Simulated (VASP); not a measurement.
# NiO (R-3m) in VASP: a series of runs

The runs below take NiO through single point, with PBE+U.

Everything below comes from runs of VASP 6.6.1. Logs are shortened: lines on timing, memory, paths and dates and some standing lists are left out, and cuts for length are marked.

## 1. The cell of the first run

The typed cell holds 4 atoms: a = 3.005 Å, b = 3.005 Å, c = 5.199 Å, α = 73.21°, β = 90.00°, γ = 60.00°.

## 2. Single point, PBE+U, collinear spin, antiferromagnetic start (9.58 Å³/atom)

INCAR

```
PREC = Accurate ; ENCUT = 520
EDIFF = 1E-7 ; ISMEAR = 0
SIGMA = 0.05 ; LREAL = F
LASPH = T ; NELM = 150
ALGO = Normal ; ISIF = 2
LWAVE = F ; LCHARG = T
ISPIN = 2 ; MAGMOM = 1.85 -1.85 0 0
LORBIT = 11 ; LMAXMIX = 4
LDAU = T ; LDAUTYPE = 2
LDAUL = 2 -1 ; LDAUU = 6.2 0
LDAUJ = 0 0 ; LDAUPRINT = 1
GGA = PE ; LELF = T
LVHAR = T ; NBANDS = 28
```

KPOINTS

```
regular mesh
0
Gamma
  10 10 10
```

POSCAR

```
NiO
1.0
    0.0000000000      2.1246272113      2.1246272113
    2.1246272113      0.0000000000      2.1246272113
    4.2462731157      2.1216459044     -2.1216459044
Ni O
2 2
Direct
    0.0000000000      0.0000000000      0.0000000000
    0.5000000000      0.0000000000      0.5000000000
    0.7500000000      0.4999999999      0.2500000001
    1.2500000000      0.5000000001      0.7499999999
```

Potentials or basis: VASP PAW PBE potentials, release 64 (Ni, O).

Command:

```console
$ cat potpaw_PBE.64/Ni/POTCAR potpaw_PBE.64/O/POTCAR > POTCAR
$ mpirun -np 1 vasp_std > vasp.out
```

OUTCAR:

```text
PREC = Accurate
   ENCUT = 520
   EDIFF = 1E-7
   ISMEAR = 0
   LREAL = F
   LASPH = T
   NELM = 150
   ISIF = 2
   ISPIN = 2
   LORBIT = 11
   GGA = PE

 ion  position               nearest neighbor table
   1  0.000  0.000  0.000-   3 2.12   4 2.12   4 2.12   3 2.12   3 2.12   4 2.12   2 3.00   2 3.00
                             2 3.00   2 3.00   2 3.00   2 3.00
   2  0.500  0.000  0.500-   3 2.12   4 2.12   4 2.12   4 2.12   3 2.12   3 2.12   1 3.00   1 3.00
                             1 3.00   1 3.00   1 3.00   1 3.00
   3  0.750  0.500  0.250-   2 2.12   2 2.12   2 2.12   1 2.12   1 2.12   1 2.12
   4  0.250  0.500  0.750-   2 2.12   2 2.12   2 2.12   1 2.12   1 2.12   1 2.12

  LATTYP: Found a trigonal (rhomboedric) cell.
 ALAT       =     5.1993843924
 COS(alpha) =     0.8330210882

  Lattice vectors:

 A1 = (   4.2462731157,   2.1216459044,  -2.1216459044)
 A2 = (   2.1216459044,   2.1216459044,  -4.2462731157)
 A3 = (   2.1216459044,   4.2462731157,  -2.1216459044)

Analysis of symmetry for initial positions (statically):
=====================================================================
 Subroutine PRICEL returns following result:

  LATTYP: Found a trigonal (rhomboedric) cell.
 ALAT       =     3.0025688849
 COS(alpha) =     0.4992977773
[... 12 lines left out ...]
 Subroutine GETGRP returns: Found 12 space group operations
 (whereof 12 operations were pure point group operations)
 out of a pool of 12 trial point group operations.

The static configuration has the point symmetry D_3d.

Analysis of symmetry for dynamics (positions and initial velocities):
=====================================================================
 Subroutine PRICEL returns following result:

  LATTYP: Found a trigonal (rhomboedric) cell.
 ALAT       =     3.0025688849
 COS(alpha) =     0.4992977773
[... 241 lines left out ...]
  o =  0.1445  v = -0.0001 -0.0001 -1.0000 -0.0001  0.0048  0.0000  0.0000  0.0000  0.0000  0.0000      0.0000  0.0000  0.0000  0.0000  0.0000  0.0000  0.0000  0.0000  0.0000  0.0000
  o =  0.1445  v =  0.0000 -0.0001  0.0048  0.0001  1.0000  0.0000  0.0000  0.0000  0.0000  0.0000      0.0000  0.0000  0.0000  0.0000  0.0000  0.0000  0.0000  0.0000  0.0000  0.0000
  o =  0.9804  v =  0.4246 -0.3916 -0.0001  0.8163 -0.0001  0.0000  0.0000  0.0000  0.0000  0.0000      0.0000  0.0000  0.0000  0.0000  0.0000  0.0000  0.0000  0.0000  0.0000  0.0000
  o =  0.9804  v =  0.6974  0.7164 -0.0001 -0.0191  0.0001  0.0000  0.0000  0.0000  0.0000  0.0000      0.0000  0.0000  0.0000  0.0000  0.0000  0.0000  0.0000  0.0000  0.0000  0.0000
  o =  0.9804  v = -0.5774  0.5774  0.0000  0.5774  0.0000  0.0000  0.0000  0.0000  0.0000  0.0000      0.0000  0.0000  0.0000  0.0000  0.0000  0.0000  0.0000  0.0000  0.0000  0.0000
  o =  0.9822  v =  0.0000  0.0000  0.0000  0.0000  0.0000  0.5774 -0.5774 -0.0000 -0.5774  0.0000      0.0000  0.0000  0.0000  0.0000  0.0000  0.0000  0.0000  0.0000  0.0000  0.0000
  o =  0.9822  v =  0.0000  0.0000  0.0000  0.0000  0.0000 -0.0567 -0.7337 -0.0001  0.6771  0.0009      0.0000  0.0000  0.0000  0.0000  0.0000  0.0000  0.0000  0.0000  0.0000  0.0000
  o =  0.9822  v =  0.0000  0.0000  0.0000  0.0000  0.0000  0.8145  0.3582  0.0009  0.4564  0.0001      0.0000  0.0000  0.0000  0.0000  0.0000  0.0000  0.0000  0.0000  0.0000  0.0000
  o =  1.0245  v =  0.0000  0.0000  0.0000  0.0000  0.0000  0.0000  0.0006  0.0000 -0.0006  1.0000      0.0000  0.0000  0.0000  0.0000  0.0000  0.0000  0.0000  0.0000  0.0000  0.0000
  o =  1.0245  v =  0.0000  0.0000  0.0000  0.0000  0.0000  0.0007  0.0003 -1.0000  0.0003  0.0000      0.0000  0.0000  0.0000  0.0000  0.0000  0.0000  0.0000  0.0000  0.0000  0.0000

 number of electron      32.0000015 magnetization      -0.0000000

 Free energy of the ion-electron system (eV)
  ---------------------------------------------------
  ext. energy  EPLUGINS =         0.00000000
  ---------------------------------------------------
  free energy    TOTEN  =       -20.43796489 eV

  energy without entropy =      -20.43796489  energy(sigma->0) =      -20.43796489

 E-fermi :   5.9565     XC(G=0): -12.3507

 val. band max:        5.6623213664   @ k =   0.0000   0.0000   0.5000
 cond. band min:       8.7139854907   @ k =   0.0000   0.0000   0.0000
 fundamental gap:      3.0516641243
 Fermi energy:         5.9565410738

 spin component 1

 k-point     1 :       0.0000    0.0000    0.0000
  band No.  band energies     occupation
      1     -12.2067      1.00000
      2     -10.8987      1.00000
      3      -0.9507      1.00000
      4      -0.4298      1.00000
      5      -0.4297      1.00000
      6       1.4098      1.00000
[... 1481 lines left out ...]
     27      26.8201      0.00000
     28      27.6774      0.00000

 [... further k-points ...]
[... 5 lines left out ...]
  --------------------------------------------------------------------------------------
  -------------------------------------------------------------------------------------
  Total       -1.8268531     -1.8268531     -1.8268531      0.0034697     -0.0034697     -0.0034697
  in kB      -76.3771242    -76.3771242    -76.3771242      0.1450597     -0.1450597     -0.1450597
  external PRESSURE =     -76.3771242 kB  Pullay stress =       0.0000000 kB

 VOLUME and BASIS-vectors are now :
 -----------------------------------------------------------------------------
  energy-cutoff  :      520.00
  volume of cell :       38.32
      direct lattice vectors                 reciprocal lattice vectors
     0.000000000  2.124627211  2.124627211    -0.117626380  0.353044426  0.117626380
     2.124627211  0.000000000  2.124627211     0.235252759 -0.235418046  0.235418046
     4.246273116  2.121645904 -2.121645904     0.117791666  0.117791666 -0.117791666

 POSITION                                       TOTAL-FORCE (eV/Angst)
 -----------------------------------------------------------------------------------
      0.00000      0.00000      0.00000        -0.000000     -0.000000     -0.000000
      2.12314      2.12314      0.00149        -0.000000     -0.000000     -0.000000
      2.12388      2.12388      2.12537        -0.000000      0.000000      0.000000
      4.24702      2.12239      0.00224         0.000000     -0.000000     -0.000000
 -----------------------------------------------------------------------------------
    total drift:                                0.000000     -0.000000      0.000000

  FREE ENERGIE OF THE ION-ELECTRON SYSTEM (eV)
  ---------------------------------------------------
  free  energy   TOTEN  =       -20.4379648887 eV

  energy  without entropy=      -20.4379648887  energy(sigma->0) =      -20.43796489

 total charge

# of ion       s       p       d       tot
------------------------------------------
    1        0.327   0.385   8.200   8.913
    2        0.327   0.385   8.200   8.913
    3        1.550   3.447   0.000   4.997
    4        1.550   3.447   0.000   4.997
--------------------------------------------------
tot          3.755   7.664  16.401  27.820

 magnetization (x)

# of ion       s       p       d       tot
------------------------------------------
    1       -0.001  -0.004   1.763   1.758
    2        0.001   0.004  -1.763  -1.758
    3        0.000   0.000   0.000   0.000
    4        0.000   0.000   0.000   0.000
--------------------------------------------------
tot          0.000   0.000   0.000   0.000
```

stdout:

```text
POSCAR found type information on POSCAR NiO
 POSCAR found :  2 types and       4 ions
 scaLAPACK will be used
 LDA part: xc-table for (Slater+PW92), standard interpolation
 POSCAR, INCAR and KPOINTS ok, starting setup
 FFT: planning ... GRIDC
 FFT: planning ... GRID_SOFT
 FFT: planning ... GRID
 WAVECAR not read
 entering main loop
```

Run time: 1.8 min. Hardware: 1 thread of Intel Xeon 6975P-C (Granite Rapids), shared host; peak memory 0.31 GiB.

What came out:

```
Free energy                                           : -20.4380 eV
Pressure                                              : -7.6 GPa
Band gap on the k mesh                                : 3.05 eV
Net moment                                            : 0.00 μB per cell
Site moments                                          : Ni +1.76, -1.76; O +0.00 μB
Valence electrons inside the program's atomic spheres : Ni 8.91; O 5.00
```

Eigenvalues of the final occupation matrices:
```
    site  spin  trace               eigenvalues
site 1 d     1   5.00  0.98 0.98 0.98 1.02 1.02
site 1 d     2   3.23  0.14 0.14 0.98 0.98 0.98
site 2 d     1   3.23  0.14 0.14 0.98 0.98 0.98
site 2 d     2   5.00  0.98 0.98 0.98 1.02 1.02
```

Caveat: the cell stands under tension. The state reached can hang on the start; a lower one may exist.

## 3. Single point, PBE+U, collinear spin, antiferromagnetic start (9.60 Å³/atom)

This run uses another cell than the first one, of 9.60 Å³/atom.

INCAR

```
SYSTEM = NiO
  PREC = Accurate
  ENCUT = 520
  EDIFF = 1E-6
  ISMEAR = 0
  SIGMA = 0.05
  LREAL = .FALSE.
  LASPH = .TRUE.
  NELM = 150
  ALGO = Normal
  ISIF = 2
  LWAVE = .FALSE.
  LCHARG = .TRUE.
  ISPIN = 2
  MAGMOM = 1.85 -1.85 0 0
  LORBIT = 11
  LMAXMIX = 4
  LDAU = .TRUE.
  LDAUTYPE = 2
  LDAUL = 2 -1
  LDAUU = 6.2 0
  LDAUJ = 0 0
  LDAUPRINT = 1
  GGA = PE
  LELF = .TRUE.
  LVHAR = .TRUE.
  NBANDS = 28
```

KPOINTS

```
regular mesh
0
G
  10 10 10
  0 0 0
```

POSCAR

```
NiO
1.0
    0.0000000000      2.1261677476      2.1261677476
    2.1261677476      0.0000000000      2.1261677476
    4.2493520266      2.1231842790     -2.1231842790
Ni O
2 2
Direct
    0.0000000000      0.0000000000      0.0000000000
    0.5000000000      0.0000000000      0.5000000000
    0.7500000000      0.4999999999      0.2500000001
    1.2500000000      0.5000000001      0.7499999999
```

Potentials or basis: VASP PAW PBE potentials, release 64 (Ni, O).

Command:

```console
$ cat potpaw_PBE.64/Ni/POTCAR potpaw_PBE.64/O/POTCAR > POTCAR
$ mpirun -np 1 vasp_std > vasp.out
```

OUTCAR:

```text
SYSTEM = NiO
   PREC = Accurate
   ENCUT = 520
   EDIFF = 1E-6
   ISMEAR = 0
   LREAL = .FALSE.
   LASPH = .TRUE.
   NELM = 150
   ISIF = 2
   ISPIN = 2
   LORBIT = 11
   GGA = PE

 ion  position               nearest neighbor table
   1  0.000  0.000  0.000-   3 2.13   3 2.13   4 2.13   4 2.13   3 2.13   4 2.13   2 3.00   2 3.00
                             2 3.00   2 3.00   2 3.00   2 3.00
   2  0.500  0.000  0.500-   3 2.13   4 2.13   4 2.13   4 2.13   3 2.13   3 2.13   1 3.00   1 3.00
                             1 3.00   1 3.00   1 3.00   1 3.00
   3  0.750  0.500  0.250-   2 2.13   2 2.13   2 2.13   1 2.13   1 2.13   1 2.13
   4  0.250  0.500  0.750-   2 2.13   2 2.13   2 2.13   1 2.13   1 2.13   1 2.13

  LATTYP: Found a trigonal (rhomboedric) cell.
 ALAT       =     5.2031543905
 COS(alpha) =     0.8330210882

  Lattice vectors:

 A1 = (   4.2493520266,   2.1231842790,  -2.1231842790)
[... 1819 lines left out ...]
 POSITION                                       TOTAL-FORCE (eV/Angst)
 -----------------------------------------------------------------------------------
      0.00000      0.00000      0.00000        -0.000000      0.000000      0.000000
      2.12468      2.12468      0.00149         0.000000      0.000000      0.000000
      2.12542      2.12542      2.12691        -0.000000     -0.000000      0.000000
      4.25010      2.12393      0.00224        -0.000000     -0.000000     -0.000000
 -----------------------------------------------------------------------------------
    total drift:                                0.000000     -0.000000      0.000000

  FREE ENERGIE OF THE ION-ELECTRON SYSTEM (eV)
  ---------------------------------------------------
  free  energy   TOTEN  =       -20.4340034763 eV

  energy  without entropy=      -20.4340034763  energy(sigma->0) =      -20.43400348

 total charge

# of ion       s       p       d       tot
------------------------------------------
    1        0.327   0.384   8.199   8.909
    2        0.327   0.384   8.199   8.909
    3        1.550   3.446   0.000   4.996
    4        1.550   3.446   0.000   4.996
--------------------------------------------------
tot          3.754   7.659  16.397  27.810

 magnetization (x)

# of ion       s       p       d       tot
------------------------------------------
    1       -0.001  -0.004   1.764   1.759
    2        0.001   0.004  -1.764  -1.759
    3        0.000   0.000   0.000   0.000
    4        0.000   0.000   0.000   0.000
--------------------------------------------------
tot          0.000   0.000   0.000   0.000
```

OSZICAR:

```text
N       E                     dE             d eps       ncg     rms          rms(c)
DAV:   1     0.261078516646E+03    0.26108E+03   -0.14704E+04 13512   0.150E+03
DAV:   2     0.930470303293E+01   -0.25177E+03   -0.22513E+03 13244   0.334E+02
DAV:   3    -0.187223563499E+02   -0.28027E+02   -0.26574E+02 14468   0.121E+02
DAV:   4    -0.192891896803E+02   -0.56683E+00   -0.56483E+00 13932   0.176E+01
DAV:   5    -0.192988997507E+02   -0.97101E-02   -0.97088E-02 15572   0.225E+00    0.204E+01
DAV:   6    -0.187296351109E+02    0.56926E+00   -0.15782E+01 17848   0.952E+01    0.235E+01
DAV:   7    -0.200215735860E+02   -0.12919E+01   -0.39680E+00 15080   0.344E+01    0.117E+01
DAV:   8    -0.202385058584E+02   -0.21693E+00   -0.81175E-01 16880   0.156E+01    0.823E+00
DAV:   9    -0.204225609263E+02   -0.18406E+00   -0.15354E-01 14580   0.117E+01    0.168E+00
DAV:  10    -0.204303921263E+02   -0.78312E-02   -0.59966E-02 16928   0.443E+00    0.372E-01
DAV:  11    -0.204333679694E+02   -0.29758E-02   -0.25001E-02 13624   0.121E+00    0.149E-01
DAV:  12    -0.204337792178E+02   -0.41125E-03   -0.19660E-04 19788   0.189E-01    0.938E-02
DAV:  13    -0.204339473730E+02   -0.16816E-03   -0.16896E-04 16004   0.339E-01    0.349E-02
DAV:  14    -0.204339907916E+02   -0.43419E-04   -0.72428E-05 16720   0.172E-01    0.137E-02
DAV:  15    -0.204339984171E+02   -0.76255E-05   -0.18556E-05 16904   0.622E-02    0.114E-02
DAV:  16    -0.204340027242E+02   -0.43071E-05   -0.54157E-06 17448   0.559E-02    0.484E-03
DAV:  17    -0.204340034763E+02   -0.75210E-06   -0.22220E-06 15060   0.240E-02
   1 F= -.20434003E+02 E0= -.20434003E+02  d E =-.134689E-18  mag=    -0.0000
```

Run time: 97 s. Hardware: 1 thread of Intel Xeon 6975P-C (Granite Rapids), shared host; peak memory 0.3 GiB.

Results:

- Free energy: -20.4340 eV
- Pressure: -8.0 GPa
- Band gap on the k mesh: 3.04 eV
- Net moment: 0.00 μB per cell
- Site moments: Ni +1.76, -1.76; O +0.00 μB
- Valence electrons inside the program's atomic spheres: Ni 8.91; O 5.00

Eigenvalues of the final occupation matrices:
| site | spin | trace | eigenvalues |
| --- | --- | --- | --- |
| site 1 d | 1 | 4.99 | 0.98 0.98 0.98 1.02 1.02 |
| site 1 d | 2 | 3.23 | 0.14 0.14 0.98 0.98 0.98 |
| site 2 d | 1 | 3.23 | 0.14 0.14 0.98 0.98 0.98 |
| site 2 d | 2 | 4.99 | 0.98 0.98 0.98 1.02 1.02 |

Caveat: the cell stands under tension. A k mesh can miss the band edges.

[end of part 1 of 2]
